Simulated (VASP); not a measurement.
**BaS: single point with PBE**

Crystal: BaS.

```xyz
2
Lattice="0.0000 3.4429 3.4429 3.4429 0.0000 3.4429 3.4429 3.4429 0.0000" Properties=species:S:1:pos:R:3 pbc="T T T"
Ba    0.0000    0.0000    0.0000
S     1.7214    1.7214    1.7214
```

This cell differs from its parent crystal: volume scaled by 0.936 of the coarse rest volume.

```
Program                : VASP 6.6.1
Task                   : single point
Functional             : PBE
Potentials or basis    : VASP PAW PBE potentials, release 64 (Ba_sv, S)
Cutoff                 : 500 eV
k mesh                 : 6 × 6 × 6
Occupations            : gaussian, width 0.02 eV
Spin                   : no spin polarisation
Dipole correction      : no
Further INCAR settings : ALGO = Normal; EDIFF = 1e-06; NBANDS = 15
```

```
Pressure               : 2.6 GPa
Band gap on the k mesh : 2.86 eV, indirect (least direct gap 3.43 eV)
```

Levels at points of the mesh, in eV from the valence-band top:
```
           k point  band 6  band 7  band 8  band 9  band 10  band 11
(0.00, 0.00, 0.00)   -0.80   -0.80   -0.80    2.86     5.13     5.13
(0.50, 0.00, 0.00)   -0.63   -0.50   -0.50    4.54     5.36     5.36
(0.50, 0.50, 0.00)   -1.22    0.00    0.00    3.47     4.64     6.47
```

Wall time 9.6 s on 1 thread of Intel(R) Xeon(R) 6975P-C (Granite Rapids), with other jobs on the host, peak memory 0.2 GiB.

Caveat: spin-orbit coupling is left out, which moves the levels of the heavy elements. A k mesh can miss the band edges.
